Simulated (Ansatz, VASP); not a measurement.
# Two plane-wave programs on Bi

```
Bi
1.0
     0.00000    2.42023    2.42023
     2.42023    0.00000    2.42023
     2.42023    2.42023    0.00000
Bi
1
Direct
  0.00000 0.00000 0.00000
```

Alike in both runs: task single point; functional LDA; k mesh 13 × 13 × 13; occupations fermi-dirac, width 0.1 eV; no spin polarisation.

|  | VASP | Ansatz |
| --- | --- | --- |
| version | VASP 6.6.1 | Ansatz 0.2.0 |
| potentials or method | VASP PAW LDA potentials, release 64 (Bi_d), cutoff 520 eV | plane waves (420 eV) with PAW, scalar-relativistic |
| valence electrons in the cell | 15 | 15 |

```csv
,VASP,Ansatz,Ansatz less VASP
pressure (GPa),3.0,2.8,-0.10
```

Ansatz warns that its potentials were made for another functional, while VASP's fit it. LDA's correlation is that of Perdew and Zunger in VASP and of Perdew and Wang (1992) in Ansatz.

Neither program's run includes spin-orbit coupling.
